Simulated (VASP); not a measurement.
# SnSe (zincblende type) (F-43m) in VASP: notebook

The runs below take SnSe (zincblende type) through single point, with PBE.

All numbers are computed with VASP 6.6.1; they aren't measurements. Logs are shortened: lines on timing, memory, paths and dates and some standing lists are left out, and cuts for length are marked.

### 1 The cell of the first run

Symmetry: F-43m, No. 216, cubic system. Conventional cell: a = 5.468 Å, b = 5.468 Å, c = 5.468 Å, α = 90.00°, β = 90.00°, γ = 90.00°. Within 3.1 Å of Sn (site symmetry -43m) lie 4 Se at 2.37 Å. Within 3.1 Å of Se (site symmetry -43m) lie 4 Sn at 2.37 Å.

### 2 Single point, PBE

File INCAR:

```
PREC = Accurate
ENCUT = 520
EDIFF = 1E-6
ISMEAR = -1
SIGMA = 0.05
LREAL = False
LASPH = True
NELM = 60
ALGO = Normal
ISIF = 2
LWAVE = False
LCHARG = False
GGA = PE
NBANDS = 17
```

File KPOINTS:

```
Automatic mesh
0
Gamma
  13 13 13
```

File POSCAR:

```
SnSe
1.0
    0.0000000000      2.7340162521      2.7340162521
    2.7340162521      0.0000000000      2.7340162521
    2.7340162521      2.7340162521      0.0000000000
Sn Se
1 1
Direct
    0.0000000000      0.0000000000      0.0000000000
    0.2500000000      0.2500000000      0.2500000000
```

Potentials or basis: VASP PAW PBE potentials, release 64 (Sn_d, Se).

The run is started by

```console
> cat potpaw_PBE.64/Sn_d/POTCAR potpaw_PBE.64/Se/POTCAR > POTCAR
> mpirun -np 1 vasp_std > vasp.out
```

OUTCAR:

```text
PREC = Accurate
   ENCUT = 520
   EDIFF = 1E-6
   ISMEAR = -1
   LREAL = False
   LASPH = True
   NELM = 60
   ISIF = 2
   GGA = PE

 ion  position               nearest neighbor table
   1  0.000  0.000  0.000-   2 2.37   2 2.37   2 2.37   2 2.37
   2  0.250  0.250  0.250-   1 2.37   1 2.37   1 2.37   1 2.37

  LATTYP: Found a face centered cubic cell.
 ALAT       =     5.4680325042

  Lattice vectors:

 A1 = (   0.0000000000,   2.7340162521,   2.7340162521)
 A2 = (   2.7340162521,   0.0000000000,   2.7340162521)
 A3 = (   2.7340162521,   2.7340162521,   0.0000000000)

Analysis of symmetry for initial positions (statically):
=====================================================================
 Subroutine PRICEL returns:
 Original cell was already a primitive cell.

 Routine SETGRP: Setting up the symmetry group for a
 face centered cubic supercell.

 Subroutine GETGRP returns: Found 24 space group operations
 (whereof 24 operations were pure point group operations)
 out of a pool of 48 trial point group operations.

The static configuration has the point symmetry T_d .

Analysis of symmetry for dynamics (positions and initial velocities):
=====================================================================
 Subroutine PRICEL returns:
 Original cell was already a primitive cell.

 Routine SETGRP: Setting up the symmetry group for a
 face centered cubic supercell.

 Subroutine GETGRP returns: Found 24 space group operations
 (whereof 24 operations were pure point group operations)
 out of a pool of 48 trial point group operations.

The dynamic configuration has the point symmetry T_d .

 Subroutine INISYM returns: Found 24 space group operations
 (whereof 24 operations are pure point group operations),
 and found     1 'primitive' translations

----------------------------------------------------------------------------------------

                                     Primitive cell

  volume of cell :      40.8727

  direct lattice vectors                    reciprocal lattice vectors
     0.000000000  2.734016252  2.734016252    -0.182881137  0.182881137  0.182881137
     2.734016252  0.000000000  2.734016252     0.182881137 -0.182881137  0.182881137
     2.734016252  2.734016252  0.000000000     0.182881137  0.182881137 -0.182881137

  length of vectors
     3.866482863  3.866482863  3.866482863     0.316759421  0.316759421  0.316759421

  position of ions in fractional coordinates (direct lattice)
     0.000000000  0.000000000  0.000000000
     0.250000000  0.250000000  0.250000000

  ion indices of the primitive-cell ions
   primitive index   ion index
                 1           1
                 2           2

----------------------------------------------------------------------------------------

 KPOINTS: Automatic mesh

Automatic generation of k-mesh.
 Grid dimensions read from file:
 generate k-points for:   13   13   13

 Generating k-lattice:

  Cartesian coordinates                     Fractional coordinates (reciprocal lattice)
    -0.014067780  0.014067780  0.014067780     0.076923077  0.000000000  0.000000000
     0.014067780 -0.014067780  0.014067780     0.000000000  0.076923077  0.000000000
     0.014067780  0.014067780 -0.014067780     0.000000000  0.000000000  0.076923077

  Length of vectors
     0.024366109  0.024366109  0.024366109

  Shift w.r.t. Gamma in fractional coordinates (k-lattice)
     0.000000000  0.000000000  0.000000000

 Subroutine IBZKPT returns following result:
 ===========================================

 Found     84 irreducible k-points:

 Following reciprocal coordinates:
            Coordinates               Weight
  0.000000  0.000000  0.000000      1.000000
  0.076923  0.000000  0.000000      8.000000
  0.153846  0.000000  0.000000      8.000000
  0.230769  0.000000  0.000000      8.000000
  0.307692  0.000000  0.000000      8.000000
  0.384615  0.000000  0.000000      8.000000
[... 16 lines left out ...]
  0.384615  0.153846  0.000000     24.000000
  0.461538  0.153846  0.000000     24.000000
 [... further k-points ...]
   k-points           NKPTS =     84   k-points in BZ     NKDIM =     84   number of bands    NBANDS=     17
   number of dos      NEDOS =    301   number of ions     NIONS =      2
   total plane-waves  NPLWV =  27000
   dimension x,y,z NGX =    30 NGY =   30 NGZ =   30
   dimension x,y,z NGXF=    60 NGYF=   60 NGZF=   60
   ions per type =               1   1
   NGX,Y,Z   is equivalent  to a cutoff of  12.90, 12.90, 12.90 a.u.
   NGXF,Y,Z  is equivalent  to a cutoff of  25.80, 25.80, 25.80 a.u.
 SYSTEM =  unknown system
   PREC   = accura    normal or accurate (medium, high low for compatibility)
   ISTART =      0    job   : 0-new  1-cont  2-samecut
   ICHARG =      2    charge: 1-file 2-atom 10-const
   ISPIN  =      1    spin polarized calculation?
   LNONCOLLINEAR =      F non collinear calculations
   LSORBIT =      F    spin-orbit coupling
   LASPH  =      T    aspherical Exc in radial PAW
   ENCUT  =  520.0 eV  38.22 Ry    6.18 a.u.   7.19  7.19  7.19*2*pi/ulx,y,z
   NELM   =     60;   NELMIN=  2; NELMDL= -5     # of ELM steps
   EDIFF  = 0.1E-05   stopping-criterion for ELM
   LREAL  =      F    real-space projection
   EDIFFG = 0.1E-04   stopping-criterion for IOM
   NSW    =      0    number of steps for IOM
   IBRION =     -1    ionic relax: 0-MD 1-quasi-New 2-CG
   NFREE  =      0    steps in history (QN), initial steepest desc. (CG)
   ISIF   =      2    stress and relaxation
   ISYM   =      2    0-nonsym 1-usesym 2-fastsym
   POTIM  = 0.5000    time-step for ionic-motion
   TEBEG  =    0.0;   TEEND  =   0.0 temperature during run
   PSTRESS=    0.0 pullay stress
   NELECT =      20.0000    total number of electrons
   NUPDOWN=      -1.0000    fix difference up-down
   EMIN   =  10.00;   EMAX   =-10.00  energy-range for DOS
   EFERMI =   0.00;   METHOD = LEGACY
   ISMEAR =    -1;   SIGMA  =   0.05  broadening in eV -4-tet -1-fermi 0-gaus
   EFERMI_NEDOS =   21; number of points for ismear=-14 and -15
   IALGO  =     38    algorithm
   IMIX   =      4    mixing-type and parameters
     AMIX     =   0.40;   BMIX     =  1.00
     AMIX_MAG =   1.60;   BMIX_MAG =  1.00
  volume/ion in A,a.u.               =      20.44       137.91
  Fermi-wavevector in a.u.,A,eV,Ry     =   1.290052  2.437844 22.643265  1.664233
  Thomas-Fermi vector in A             =   2.421907
   LORBIT       =      0    0 simple, 1 ext, 2 COOP (PROOUT), +10 PAW based schemes
   GGA     = PE    functional components
   LHFCALC =     F    Hartree Fock is set to
   AEXX    =    0.0000 exact exchange contribution
   IVDW    =     0    specifies the selected vdW correction
   LEPSILON=     F    determine dielectric tensor
   LRPA    =     F    only Hartree local field effects (RPA)
 non-spin polarized calculation
  energy-cutoff  :      520.00
  volume of cell :       40.87
 maximum number of plane-waves:      1117
 NGX is ok and might be reduce to    30
   NGX = 15   NGY = 15   NGZ = 15

 number of electron      19.9999993 magnetization

 Free energy of the ion-electron system (eV)
  ---------------------------------------------------
  ext. energy  EPLUGINS =         0.00000000
  ---------------------------------------------------
  free energy    TOTEN  =        -3.44513300 eV

  energy without entropy =       -3.43975716  energy(sigma->0) =       -3.44244508

 E-fermi :  10.0940     XC(G=0): -10.8249

 val. band max:       10.0436882903   @ k =  -0.3846   0.4615   0.0769
 cond. band min:      10.1415028557   @ k =  -0.4615   0.3846   0.0769
 fundamental gap:      0.0978145654
 Fermi energy:        10.0939849953

 k-point     1 :       0.0000    0.0000    0.0000
  band No.  band energies     occupation
      1     -12.9605      2.00000
      2     -12.9605      2.00000
      3     -12.9605      2.00000
      4     -12.7802      2.00000
      5     -12.7802      2.00000
      6      -8.2399      2.00000
[... 9 lines left out ...]
     16      17.7286      0.00000
     17      18.8720      0.00000

 k-point     2 :       0.0769    0.0000    0.0000
  band No.  band energies     occupation
      1     -12.9668      2.00000
      2     -12.9577      2.00000
      3     -12.9577      2.00000
      4     -12.7803      2.00000
      5     -12.7803      2.00000
      6      -8.1651      2.00000
[... 9 lines left out ...]
     16      17.1575      0.00000
     17      18.5387      0.00000

 k-point     3 :       0.1538    0.0000    0.0000
  band No.  band energies     occupation
      1     -12.9839      2.00000
      2     -12.9502      2.00000
      3     -12.9502      2.00000
      4     -12.7803      2.00000
      5     -12.7803      2.00000
      6      -7.9464      2.00000
[... 9 lines left out ...]
     16      16.9461      0.00000
     17      18.4574      0.00000

 k-point     4 :       0.2308    0.0000    0.0000
  band No.  band energies     occupation
      1     -13.0076      2.00000
      2     -12.9402      2.00000
      3     -12.9402      2.00000
      4     -12.7795      2.00000
      5     -12.7795      2.00000
      6      -7.6029      2.00000
[... 9 lines left out ...]
     16      16.6584      0.00000
     17      19.8712      0.00000

 k-point     5 :       0.3077    0.0000    0.0000
  band No.  band energies     occupation
      1     -13.0323      2.00000
      2     -12.9307      2.00000
      3     -12.9307      2.00000
      4     -12.7774      2.00000
      5     -12.7774      2.00000
      6      -7.1755      2.00000
[... 9 lines left out ...]
     16      16.8116      0.00000
     17      21.6942      0.00000

 k-point     6 :       0.3846    0.0000    0.0000
  band No.  band energies     occupation
      1     -13.0525      2.00000
      2     -12.9237      2.00000
      3     -12.9237      2.00000
      4     -12.7747      2.00000
      5     -12.7747      2.00000
      6      -6.7447      2.00000
[... 9 lines left out ...]
     16      17.7132      0.00000
     17      22.1767      0.00000

 k-point     7 :       0.4615    0.0000    0.0000
  band No.  band energies     occupation
      1     -13.0637      2.00000
      2     -12.9203      2.00000
      3     -12.9203      2.00000
      4     -12.7727      2.00000
      5     -12.7727      2.00000
      6      -6.4526      2.00000
[... 9 lines left out ...]
     16      18.7996      0.00000
     17      21.0948      0.00000

 k-point     8 :       0.0769    0.0769    0.0000
  band No.  band energies     occupation
      1     -12.9720      2.00000
      2     -12.9551      2.00000
      3     -12.9551      2.00000
      4     -12.7822      2.00000
      5     -12.7786      2.00000
      6      -8.1402      2.00000
[... 9 lines left out ...]
     16      17.7974      0.00000
     17      19.0996      0.00000
[... 203 lines left out ...]
      1     -12.9780      2.00000
      2     -12.9546      2.00000
      3     -12.9505      2.00000
      4     -12.7821      2.00000
      5     -12.7788      2.00000
      6      -8.0423      2.00000
[... 9 lines left out ...]
     16      17.0680      0.00000
     17      19.1003      0.00000

 k-point    20 :       0.1538    0.1538    0.0000
  band No.  band energies     occupation
      1     -13.0027      2.00000
      2     -12.9399      2.00000
      3     -12.9399      2.00000
      4     -12.7881      2.00000
      5     -12.7742      2.00000
      6      -7.8486      2.00000
[... 9 lines left out ...]
     16      18.0011      0.00000
     17      19.7793      0.00000

 k-point    21 :       0.2308    0.1538    0.0000
  band No.  band energies     occupation
      1     -13.0226      2.00000
      2     -12.9307      2.00000
      3     -12.9294      2.00000
      4     -12.7914      2.00000
      5     -12.7716      2.00000
      6      -7.5937      2.00000
[... 9 lines left out ...]
     16      18.5840      0.00000
     17      19.8531      0.00000

 k-point    22 :       0.3077    0.1538    0.0000
  band No.  band energies     occupation
      1     -13.0427      2.00000
      2     -12.9229      2.00000
      3     -12.9189      2.00000
      4     -12.7926      2.00000
      5     -12.7693      2.00000
      6      -7.2296      2.00000
[... 9 lines left out ...]
     16      18.4103      0.00000
     17      20.9687      0.00000

 k-point    23 :       0.3846    0.1538    0.0000
  band No.  band energies     occupation
      1     -13.0600      2.00000
      2     -12.9171      2.00000
      3     -12.9110      2.00000
      4     -12.7910      2.00000
      5     -12.7679      2.00000
      6      -6.8076      2.00000
[... 9 lines left out ...]
     16      18.6340      0.00000
     17      21.7172      0.00000

 k-point    24 :       0.4615    0.1538    0.0000
  band No.  band energies     occupation
      1     -13.0716      2.00000
      2     -12.9138      2.00000
      3     -12.9068      2.00000
      4     -12.7869      2.00000
      5     -12.7683      2.00000
      6      -6.4251      2.00000
[... 9 lines left out ...]
     16      19.3332      0.00000
     17      20.7156      0.00000

 [... further k-points ...]

------------------------ aborting loop because EDIFF is reached ----------------------------------------

  FORCE on cell =-STRESS in cart. coord.  units (eV):
  Direction    XX          YY          ZZ          XY          YZ          ZX
  --------------------------------------------------------------------------------------
  -------------------------------------------------------------------------------------
  Total       16.3479365     16.3479365     16.3479365     -0.0000000      0.0000000     -0.0000000
  in kB      640.8261892    640.8261892    640.8261892     -0.0000000      0.0000000     -0.0000000
  external PRESSURE =     640.8261892 kB  Pullay stress =       0.0000000 kB

 VOLUME and BASIS-vectors are now :
 -----------------------------------------------------------------------------
  energy-cutoff  :      520.00
  volume of cell :       40.87
      direct lattice vectors                 reciprocal lattice vectors
     0.000000000  2.734016252  2.734016252    -0.182881137  0.182881137  0.182881137
     2.734016252  0.000000000  2.734016252     0.182881137 -0.182881137  0.182881137
     2.734016252  2.734016252  0.000000000     0.182881137  0.182881137 -0.182881137

 POSITION                                       TOTAL-FORCE (eV/Angst)
 -----------------------------------------------------------------------------------
      0.00000      0.00000      0.00000         0.000000     -0.000000     -0.000000
      1.36701      1.36701      1.36701        -0.000000      0.000000      0.000000
 -----------------------------------------------------------------------------------
    total drift:                                0.000000      0.000000      0.000000

  FREE ENERGIE OF THE ION-ELECTRON SYSTEM (eV)
  ---------------------------------------------------
  free  energy   TOTEN  =        -3.4451329999 eV

  energy  without entropy=       -3.4397571560  energy(sigma->0) =       -3.44244508
```

Run time: 68 s. Hardware: 1 thread of Intel Xeon 8259CL, shared host; peak memory 0.21 GiB.

Results:

```yaml
Free_energy: -3.4451 eV
Pressure: 64.1 GPa
Band_gap_on_the_k_mesh: zero (bands 10 and 11 overlap by 2.17 eV)
```

Caveat: the cell stands under pressure; spin-orbit coupling is left out, which moves the levels of the heavy elements.

### 3 Single point, PBE

File INCAR:

```
  PREC = Accurate
  ENCUT = 520
  EDIFF = 1E-7
  ISMEAR = -1
  SIGMA = 0.05
  LREAL = False
  LASPH = True
  NELM = 60
  ALGO = Normal
  ISIF = 2
  LWAVE = False
  LCHARG = False
  GGA = PE
  NBANDS = 17
```

KPOINTS is that of step 2.

File POSCAR:

```
SnSe
1.0
    0.0000000000      2.7337591788      2.7337591788
    2.7337591788      0.0000000000      2.7337591788
    2.7337591788      2.7337591788      0.0000000000
Sn Se
1 1
Direct
    0.0000000000      0.0000000000      0.0000000000
    0.2500000000      0.2500000000      0.2500000000
```

Potentials or basis: VASP PAW PBE potentials, release 64 (Sn_d, Se).

The run is started by

```console
> cat potpaw_PBE.64/Sn_d/POTCAR potpaw_PBE.64/Se/POTCAR > POTCAR
> mpirun -np 1 vasp_std > vasp.out
```

Run time: 99 s. Hardware: 1 thread of Intel Xeon 8259CL, shared host; peak memory 0.21 GiB.

Results (log left out):

```yaml
Free_energy: -3.4405 eV
Pressure: 64.1 GPa
Band_gap_on_the_k_mesh: zero (bands 10 and 11 overlap by 2.17 eV)
```

Levels at points of the mesh, in eV from the Fermi level:
| k point | band 8 | band 9 | band 10 | band 11 | band 12 | band 13 |
| --- | --- | --- | --- | --- | --- | --- |
| (0.00, 0.00, 0.00) | -4.24 | -4.24 | -3.31 | 0.85 | 0.85 | 0.85 |

Caveat: the cell stands under pressure; spin-orbit coupling is left out, which moves the levels of the heavy elements.
